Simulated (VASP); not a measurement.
# Hf4F in VASP: notebook

The runs below take Hf4F through single point, with PBE.

Everything below comes from runs of VASP 6.6.1. Logs are shortened: lines on timing, memory, paths and dates and some standing lists are left out, and cuts for length are marked.

### 1 The cell of the first run

The cell holds a slab with vacuum, 5 atoms: a = 3.205 Å, b = 3.205 Å, c = 24.528 Å, α = 90.00°, β = 90.00°, γ = 120.00°.

### 2 Single point, PBE

Contents of INCAR:

```
SYSTEM = Hf4F
PREC = Accurate
ENCUT = 520
EDIFF = 1E-7
ISMEAR = 0
SIGMA = 0.1
LREAL = .FALSE.
LASPH = .TRUE.
NELM = 60
ALGO = Normal
ISIF = 2
LWAVE = .FALSE.
LCHARG = .FALSE.
LDIPOL = .TRUE.
IDIPOL = 3
DIPOL = 0.5 0.5 0.362
GGA = PE
NBANDS = 32
```

Contents of KPOINTS:

```
regular mesh
0
G
  9 9 1
  0 0 0
```

Contents of POSCAR:

```
Hf4F
1.0
    3.2048170381      0.0000000000      0.0000000000
   -1.6024085190      2.7754529695      0.0000000000
    0.0000000000      0.0000000000     24.5281466259
Hf F
4 1
Direct
    0.6666666667      0.3333333333      0.1630779553
    0.3333333333      0.6666666667      0.2663815885
    0.6666666667      0.3333333333      0.3732987945
    0.3333333333      0.6666666667      0.4699966451
    0.8888888889      0.1111111111      0.5397124711
```

Potentials or basis: VASP PAW PBE potentials, release 64 (Hf_pv, F).

The run is started by

```console
cat potpaw_PBE.64/Hf_pv/POTCAR potpaw_PBE.64/F/POTCAR > POTCAR
mpirun -np 1 vasp_std > vasp.out
```

OUTCAR:

```text
SYSTEM = Hf4F
   PREC = Accurate
   ENCUT = 520
   EDIFF = 1E-7
   ISMEAR = 0
   LREAL = .FALSE.
   LASPH = .TRUE.
   NELM = 60
   ISIF = 2
   GGA = PE

 ion  position               nearest neighbor table
   1  0.667  0.333  0.163-   2 3.14   2 3.14   2 3.14
   2  0.333  0.667  0.266-   1 3.14   1 3.14   1 3.14   3 3.21   3 3.21   3 3.21
   3  0.667  0.333  0.373-   4 3.01   4 3.01   4 3.01   2 3.21   2 3.21   2 3.21
   4  0.333  0.667  0.470-   5 2.36   5 2.36   3 3.01   3 3.01   3 3.01
   5  0.889  0.111  0.540-   4 2.36   4 2.36

  LATTYP: Found a hexagonal cell.
 ALAT       =     3.2048170381
 C/A-ratio  =     7.6535247829

  Lattice vectors:

 A1 = (   3.2048170381,   0.0000000000,   0.0000000000)
 A2 = (  -1.6024085190,   2.7754529695,   0.0000000000)
 A3 = (   0.0000000000,   0.0000000000,  24.5281466259)

Analysis of symmetry for initial positions (statically):
=====================================================================
 Subroutine PRICEL returns:
 Original cell was already a primitive cell.

 Routine SETGRP: Setting up the symmetry group for a
 hexagonal supercell.

 Subroutine GETGRP returns: Found  2 space group operations
 (whereof  2 operations were pure point group operations)
 out of a pool of 24 trial point group operations.

The static configuration has the point symmetry C_1h.

Analysis of symmetry for dynamics (positions and initial velocities):
=====================================================================
 Subroutine PRICEL returns:
 Original cell was already a primitive cell.

 Routine SETGRP: Setting up the symmetry group for a
 hexagonal supercell.

 Subroutine GETGRP returns: Found  2 space group operations
 (whereof  2 operations were pure point group operations)
 out of a pool of 24 trial point group operations.

The dynamic configuration has the point symmetry C_1h.

 Subroutine INISYM returns: Found  2 space group operations
 (whereof  2 operations are pure point group operations),
 and found     1 'primitive' translations

----------------------------------------------------------------------------------------

                                     Primitive cell

  volume of cell :     218.1734

  direct lattice vectors                    reciprocal lattice vectors
     3.204817038  0.000000000  0.000000000     0.312030293  0.180150774  0.000000000
    -1.602408519  2.775452969  0.000000000     0.000000000  0.360301548  0.000000000
     0.000000000  0.000000000 24.528146626     0.000000000  0.000000000  0.040769489

  length of vectors
     3.204817038  3.204817038 24.528146626     0.360301548  0.360301548  0.040769489

  position of ions in fractional coordinates (direct lattice)
     0.666666667  0.333333333  0.163077955
     0.333333333  0.666666667  0.266381589
     0.666666667  0.333333333  0.373298795
     0.333333333  0.666666667  0.469996645
     0.888888889  0.111111111  0.539712471

  ion indices of the primitive-cell ions
   primitive index   ion index
                 1           1
                 2           2
                 3           3
                 4           4
                 5           5

----------------------------------------------------------------------------------------

 KPOINTS: regular mesh

Automatic generation of k-mesh.
 Grid dimensions read from file:
 generate k-points for:    9    9    1

 Generating k-lattice:

  Cartesian coordinates                     Fractional coordinates (reciprocal lattice)
     0.034670033  0.020016753  0.000000000     0.111111111 -0.000000000  0.000000000
     0.000000000  0.040033505  0.000000000     0.000000000  0.111111111  0.000000000
     0.000000000  0.000000000  0.040769489     0.000000000  0.000000000  1.000000000

  Length of vectors
     0.040033505  0.040033505  0.040769489

  Shift w.r.t. Gamma in fractional coordinates (k-lattice)
     0.000000000  0.000000000  0.000000000

 Subroutine IBZKPT returns following result:
 ===========================================

 Found     25 irreducible k-points:

 Following reciprocal coordinates:
            Coordinates               Weight
  0.000000  0.000000  0.000000      1.000000
  0.111111 -0.000000  0.000000      4.000000
 -0.111111  0.111111  0.000000      2.000000
  0.222222 -0.000000  0.000000      4.000000
 -0.222222  0.222222  0.000000      2.000000
  0.333333 -0.000000  0.000000      4.000000
[... 16 lines left out ...]
 -0.222222 -0.444444  0.000000      4.000000
  0.444444  0.333333  0.000000      4.000000
   k-points           NKPTS =     25   k-points in BZ     NKDIM =     25   number of bands    NBANDS=     32
   number of dos      NEDOS =    301   number of ions     NIONS =      5
   total plane-waves  NPLWV = 110592
   dimension x,y,z NGX =    24 NGY =   24 NGZ =  192
   dimension x,y,z NGXF=    48 NGYF=   48 NGZF=  384
   ions per type =               4   1
   NGX,Y,Z   is equivalent  to a cutoff of  12.45, 12.45, 13.01 a.u.
   NGXF,Y,Z  is equivalent  to a cutoff of  24.90, 24.90, 26.03 a.u.
 SYSTEM =  Hf4F
   PREC   = accura    normal or accurate (medium, high low for compatibility)
   ISTART =      0    job   : 0-new  1-cont  2-samecut
   ICHARG =      2    charge: 1-file 2-atom 10-const
   ISPIN  =      1    spin polarized calculation?
   LNONCOLLINEAR =      F non collinear calculations
   LSORBIT =      F    spin-orbit coupling
   LASPH  =      T    aspherical Exc in radial PAW
   ENCUT  =  520.0 eV  38.22 Ry    6.18 a.u.   5.96  5.96 45.61*2*pi/ulx,y,z
   NELM   =     60;   NELMIN=  2; NELMDL= -5     # of ELM steps
   EDIFF  = 0.1E-06   stopping-criterion for ELM
   LREAL  =      F    real-space projection
   EDIFFG = 0.1E-05   stopping-criterion for IOM
   NSW    =      0    number of steps for IOM
   IBRION =     -1    ionic relax: 0-MD 1-quasi-New 2-CG
   NFREE  =      0    steps in history (QN), initial steepest desc. (CG)
   ISIF   =      2    stress and relaxation
   ISYM   =      2    0-nonsym 1-usesym 2-fastsym
   POTIM  = 0.5000    time-step for ionic-motion
   TEBEG  =    0.0;   TEEND  =   0.0 temperature during run
   PSTRESS=    0.0 pullay stress
   NELECT =      47.0000    total number of electrons
   NUPDOWN=      -1.0000    fix difference up-down
   EMIN   =  10.00;   EMAX   =-10.00  energy-range for DOS
   EFERMI =   0.00;   METHOD = LEGACY
   ISMEAR =     0;   SIGMA  =   0.10  broadening in eV -4-tet -1-fermi 0-gaus
   EFERMI_NEDOS =   21; number of points for ismear=-14 and -15
   IALGO  =     38    algorithm
   IMIX   =      4    mixing-type and parameters
     AMIX     =   0.40;   BMIX     =  1.00
     AMIX_MAG =   1.60;   BMIX_MAG =  1.00
  volume/ion in A,a.u.               =      43.63       294.46
  Fermi-wavevector in a.u.,A,eV,Ry     =   0.981387  1.854552 13.104041  0.963120
  Thomas-Fermi vector in A             =   2.112389
   LORBIT       =      0    0 simple, 1 ext, 2 COOP (PROOUT), +10 PAW based schemes
   GGA     = PE    functional components
   LHFCALC =     F    Hartree Fock is set to
   AEXX    =    0.0000 exact exchange contribution
   IVDW    =     0    specifies the selected vdW correction
   LEPSILON=     F    determine dielectric tensor
   LRPA    =     F    only Hartree local field effects (RPA)
 non-spin polarized calculation
 Gauss-broadening in eV      SIGMA  =   0.10
  energy-cutoff  :      520.00
  volume of cell :      218.17
 maximum number of plane-waves:      5922
   NGX = 11   NGY = 11   NGZ = 91

 dipolmoment           0.000000      0.000000     -0.192881 electrons x Angstroem

 number of electron      47.0000001 magnetization

 dipolmoment           0.000000      0.000000      0.102507 electrons x Angstroem

 Free energy of the ion-electron system (eV)
  ---------------------------------------------------
  ext. energy  EPLUGINS =         0.00000000
  ---------------------------------------------------
  free energy    TOTEN  =       -44.24305900 eV

  energy without entropy =      -44.20931664  energy(sigma->0) =      -44.22618782

 E-fermi :  -0.8415     XC(G=0):  -5.7386

 val. band max:       -0.8420789636   @ k =   0.1111  -0.0000   0.0000
 cond. band min:      -0.8403912148   @ k =  -0.2222  -0.4444   0.0000
 fundamental gap:      0.0016877488
 Fermi energy:        -0.8415273758

 k-point     1 :       0.0000    0.0000    0.0000
  band No.  band energies     occupation
      1     -32.3242      2.00000
      2     -31.9699      2.00000
      3     -31.8527      2.00000
      4     -31.8012      2.00000
      5     -31.4683      2.00000
      6     -31.4665      2.00000
[... 24 lines left out ...]
     31       0.8677      0.00000
     32       0.9112      0.00000

 k-point     2 :       0.1111   -0.0000    0.0000
  band No.  band energies     occupation
      1     -32.3064      2.00000
      2     -31.9562      2.00000
      3     -31.8986      2.00000
      4     -31.8467      2.00000
      5     -31.5446      2.00000
      6     -31.4834      2.00000
[... 24 lines left out ...]
     31       0.8515      0.00000
     32       1.1525      0.00000

 k-point     3 :      -0.1111    0.1111    0.0000
  band No.  band energies     occupation
      1     -32.3095      2.00000
      2     -31.9566      2.00000
      3     -31.9226      2.00000
      4     -31.8168      2.00000
      5     -31.5459      2.00000
      6     -31.4820      2.00000
[... 24 lines left out ...]
     31       0.7797      0.00000
     32       1.1931      0.00000

 k-point     4 :       0.2222   -0.0000    0.0000
  band No.  band energies     occupation
      1     -32.2629      2.00000
      2     -32.0711      2.00000
      3     -31.9214      2.00000
      4     -31.8956      2.00000
      5     -31.7076      2.00000
      6     -31.5224      2.00000
[... 24 lines left out ...]
     31       1.3741      0.00000
     32       1.6018      0.00000

 k-point     5 :      -0.2222    0.2222    0.0000
  band No.  band energies     occupation
      1     -32.2743      2.00000
      2     -32.0932      2.00000
      3     -31.9215      2.00000
      4     -31.8563      2.00000
      5     -31.7089      2.00000
      6     -31.5210      2.00000
[... 584 lines left out ...]
     31       1.9586      0.00000
     32       2.3311      0.00000

 k-point    22 :       0.3333    0.2222    0.0000
  band No.  band energies     occupation
      1     -32.3158      2.00000
      2     -32.1756      2.00000
      3     -32.1135      2.00000
      4     -31.9368      2.00000
      5     -31.8537      2.00000
      6     -31.7384      2.00000
[... 24 lines left out ...]
     31       2.2759      0.00000
     32       2.7355      0.00000

 k-point    23 :      -0.2222   -0.4444    0.0000
  band No.  band energies     occupation
      1     -32.3190      2.00000
      2     -32.1787      2.00000
      3     -32.1064      2.00000
      4     -31.9374      2.00000
      5     -31.8537      2.00000
      6     -31.7380      2.00000
[... 24 lines left out ...]
     31       2.3136      0.00000
     32       2.7511      0.00000

 k-point    24 :       0.4444    0.3333    0.0000
  band No.  band energies     occupation
      1     -32.3290      2.00000
      2     -32.1844      2.00000
      3     -32.0888      2.00000
      4     -31.9383      2.00000
      5     -31.8539      2.00000
      6     -31.7370      2.00000
[... 24 lines left out ...]
     31       2.2953      0.00000
     32       2.7525      0.00000

 [... further k-points ...]

------------------------ aborting loop because EDIFF is reached ----------------------------------------

 vacuum level on the upper side and lower side of the slab       (xc-potential included)         0.791        -1.255

  FORCE on cell =-STRESS in cart. coord.  units (eV):
  Direction    XX          YY          ZZ          XY          YZ          ZX
  --------------------------------------------------------------------------------------
  -------------------------------------------------------------------------------------
  Total       -1.3346580     -2.3365455     -5.2680774     -0.8676600     -0.2240883      0.3881319
  in kB       -9.8011882    -17.1586445    -38.6866287     -6.3717440     -1.6456138      2.8502835
  external PRESSURE =     -21.8821538 kB  Pullay stress =       0.0000000 kB

 VOLUME and BASIS-vectors are now :
 -----------------------------------------------------------------------------
  energy-cutoff  :      520.00
  volume of cell :      218.17
      direct lattice vectors                 reciprocal lattice vectors
     3.204817038  0.000000000  0.000000000     0.312030293  0.180150774  0.000000000
    -1.602408519  2.775452969  0.000000000     0.000000000  0.360301548  0.000000000
     0.000000000  0.000000000 24.528146626     0.000000000  0.000000000  0.040769489

 POSITION                                       TOTAL-FORCE (eV/Angst)
 -----------------------------------------------------------------------------------
      1.60241      0.92515      4.00000         0.004661     -0.002691      0.714718
     -0.00000      1.85030      6.53385        -0.011740      0.006778     -0.763168
      1.60241      0.92515      9.15633        -0.056695      0.032733     -0.206500
     -0.00000      1.85030     11.52815        -0.071207      0.041111      2.671246
      2.67068      0.30838     13.23815         0.134981     -0.077931     -2.416297
 -----------------------------------------------------------------------------------
    total drift:                               -0.000062      0.000036     -0.002558

  FREE ENERGIE OF THE ION-ELECTRON SYSTEM (eV)
  ---------------------------------------------------
  free  energy   TOTEN  =       -44.2430589973 eV

  energy  without entropy=      -44.2093166425  energy(sigma->0) =      -44.22618782

 vacuum level on the upper side and lower side of the slab         5.419         3.330
```

Wall time 7.1 min (1 thread of Intel Xeon Platinum 8488C (Sapphire Rapids), shared host); peak memory 0.39 GiB.

What came out:

```yaml
Free_energy: -44.2431 eV
Largest_force: 2.673 eV/Å
Band_gap_on_the_k_mesh: zero (an odd number of electrons rules out a gap without spin polarisation)
```

Forces in eV/Å, atoms in the order of the input:
```
Hf   0.005 -0.003  0.715
Hf  -0.012  0.007 -0.763
Hf  -0.057  0.033 -0.206
Hf  -0.071  0.041  2.671
F    0.135 -0.078 -2.416
```

Caveat: spin-orbit coupling is left out, which moves the levels of the heavy elements; an odd number of electrons without spin polarisation forces a metal; a magnetic or distorted state may lie lower.

(Part 1 of 2 ends here.)
